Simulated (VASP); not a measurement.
Runs of VASP 6.6.1 on SiO2. The structure is that of space group P4_2/mnm (No. 136), or close to it. The cells are those of the table. 

```csv
potentials or basis,cell,cutoff (eV),second run,gap on the mesh (eV),pressure (GPa),largest force (eV/Å)
"VASP PAW PBE potentials, release 64 (Si, O)","a = 3.851, b = 3.851, c = 2.775 Å, 6 atoms",520,-,6.49,52.9,(a)
"VASP PAW PBE potentials, release 64 (Si, O)","a = 4.185, b = 4.185, c = 2.455 Å, 6 atoms",520,-,8.28,(b),0.38
"VASP PAW PBE potentials, release 64 (Si, O)","a = 4.353, b = 4.353, c = 2.562 Å, 6 atoms",520,-,6.02,-6.4,0.92
"VASP PAW PBE potentials, release 64 (Si, O_h)","a = 4.185, b = 4.185, c = 2.455 Å, 6 atoms",910,hard_potentials,8.31,39.9,(c)
"VASP PAW PBE potentials, release 64 (Si, O)","a = 4.185, b = 4.185, c = 2.882 Å, 6 atoms",520,-,4.81,-23.8,0.24
```

Alike in all rows: task single point; level r2SCAN; no spin polarisation; k mesh 6 × 6 × 8; smearing gaussian 0.05 eV.

Fill in the values left out.

(a) 1.02; (b) 40.8; (c) 0.32.

Caveats: the PAW data sets were made with another functional, which shifts forces and pressure a little; the cutoff is under 1.25 times the usual one of these potentials, so pressure, stress and relaxed cells hold a basis-set (Pulay) error (some runs).

A k mesh can miss the band edges.
